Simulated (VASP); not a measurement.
Runs of VASP 6.6.1 on B2SbP3. The structure is that of space group P6mm (No. 183), or close to it. The cells are those of the table. 

| task | cell | k mesh | cutoff (eV) | gap on the mesh (eV) | pressure (GPa) | relaxed volume (Å³/atom) | largest force (eV/Å) |
| --- | --- | --- | --- | --- | --- | --- | --- |
| relaxation of cell and atoms | relaxed from a = 4.705, b = 4.705, c = 6.506 Å, angles 90.0, 90.0, 120.0°, 6 atoms | 6 × 6 × 4 | 600 | none | 0.0 | 15.37 | 0.02 |
| single point | a = 4.351, b = 4.351, c = 5.728 Å, angles 90.0, 90.0, 120.0°, 6 atoms | 6 × 6 × 4 | 520 | none | -0.2 | - | 0.02 |
| relaxation of cell and atoms | relaxed from a = 4.351, b = 4.351, c = 5.728 Å, angles 90.0, 90.0, 120.0°, 6 atoms | 12 × 12 × 8 | 600 | none | 0.0 | 15.37 | 0.01 |
| single point | a = 4.366, b = 4.366, c = 5.584 Å, angles 90.0, 90.0, 120.0°, 6 atoms | 12 × 12 × 8 | 520 | none | (a) | - | 0.02 |
| single point | a = 4.705, b = 4.705, c = 6.506 Å, angles 90.0, 90.0, 120.0°, 6 atoms | 6 × 6 × 4 | 520 | none | 3.0 | - | 14.92 |

Alike in all rows: level PBE; potentials or basis VASP PAW PBE potentials, release 64 (B, Sb, P); no spin polarisation; smearing gaussian 0.1 eV.

Q: Fill in the values left out.

A: (a) -0.1.

Caveats: spin-orbit coupling is left out, which moves the levels of the heavy elements; the volume moved by over 15 % at a fixed basis, so the end points are rough (some runs); this functional lacks dispersion, which binds the layers, so the pressure and a relaxed spacing across them are unreliable (some runs); forces of over 1 eV/Å act on the atoms, so gaps and moduli don't describe the material at rest (some runs).

A k mesh can miss the band edges, and the runs leave out spin-orbit coupling on Sb.

A gap of «none» marks levels without a gap at the run's occupations.
